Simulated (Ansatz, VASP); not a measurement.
**One calculation of Mg2O, two programs**

```xyz
6
Lattice="5.2424 0.0000 0.0000 0.0000 5.2424 0.0000 0.0000 0.0000 3.1298" Properties=species:S:1:pos:R:3 pbc="T T T"
Mg    1.5377    1.5377    0.0000
Mg    1.0835    4.1589    1.5649
Mg    3.7047    3.7047    0.0000
Mg    4.1589    1.0835    1.5649
O     0.0000    0.0000    0.0000
O     2.6212    2.6212    1.5649
```

Alike in both runs: functional PBE; k mesh 8 × 8 × 12; occupations gaussian, width 0.1 eV; no spin polarisation.

Ansatz relaxed the structure, and its values are those at the end. VASP's run is a single point on that final structure, the one shown.

|  | VASP | Ansatz |
| --- | --- | --- |
| version | VASP 6.6.1 | Ansatz 0.2.0 |
| potentials or method | VASP PAW PBE potentials, release 64 (Mg, O), cutoff 520 eV | scalar-relativistic, plane waves, PAW |
| valence electrons in the cell | 20 | 52 |

```tsv
	VASP	Ansatz	Ansatz less VASP
gap on the k mesh at the Fermi level (eV)	none	none	-
pressure (GPa)	-0.4	0.0	+0.41
```

A gap of «none» marks a metal or a gap that the smearing closes. VASP's potentials hold 20 valence electrons a cell and Ansatz's 52, so a difference there can come from the potentials and not from the codes.
